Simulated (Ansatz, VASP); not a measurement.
# One calculation of InC2, two programs

```
CELL_PARAMETERS angstrom
5.42376 0.00000 0.00000
0.00000 5.42376 0.00000
0.00000 0.00000 3.84672
ATOMIC_POSITIONS crystal
In 0.50000 0.50000 0.00000
In 0.00000 0.00000 0.00000
C 0.91678 0.58322 0.00000
C 0.08322 0.41678 0.00000
C 0.58322 0.08322 0.00000
C 0.41678 0.91678 0.00000
```

Alike in both runs: functional PBE; k mesh 4 × 4 × 8; occupations gaussian, width 0.1 eV; no spin polarisation.

Ansatz relaxed the structure, and its values are those at the end. VASP's run is a single point on that final structure, the one shown.

|  | VASP | Ansatz |
| --- | --- | --- |
| version | VASP 6.6.1 | Ansatz 0.2.0 |
| potentials or method | VASP PAW PBE potentials, release 64 (In_d, C), cutoff 520 eV | scalar-relativistic, plane waves, PAW |
| valence electrons in the cell | 42 | 42 |

```csv
,VASP,Ansatz,Ansatz less VASP
gap on the k mesh at the Fermi level (eV),none,none,-
pressure (GPa),0.2,0.1,-0.10
rms of the force components (eV/Å),0.036,0.006,-0.0307
```

A gap of «none» marks a metal or a gap that the smearing closes. With one functional, cell and mesh, what is left measures potentials, basis and numerics.
